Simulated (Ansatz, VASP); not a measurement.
# Two plane-wave programs on Ru

```
Ru
1.0
     2.70580    0.00000    0.00000
    -1.35290    2.34329    0.00000
     0.00000    0.00000    4.28190
Ru
2
Direct
  0.20217 0.57065 0.25000
  0.66667 0.33333 0.75000
```

Alike in both runs: task single point; functional PBE; k mesh 24 × 24 × 12; occupations gaussian, width 0.15 eV; no spin polarisation.

|  | VASP | Ansatz |
| --- | --- | --- |
| version | VASP 6.6.1 | Ansatz 0.2.0 |
| potentials or method | VASP PAW PBE potentials, release 64 (Ru_pv), cutoff 520 eV | scalar-relativistic, plane waves, PAW |
| valence electrons in the cell | 28 | 32 |

```csv
,VASP,Ansatz,Ansatz less VASP
gap on the k mesh at the Fermi level (eV),none,none,-
pressure (GPa),9.5,9.5,-0.01
"traceless stress, the component that is largest in VASP (GPa)",-6.82,-6.74,+0.082
rms of the force components (eV/Å),1.142,1.139,-0.0033
```

Atom by atom the forces differ by 0.005 eV/Å (rms over components). A gap of «none» marks a metal or a gap that the smearing closes. VASP's potentials hold 28 valence electrons a cell and Ansatz's 32, so a difference there can come from the potentials and not from the codes.
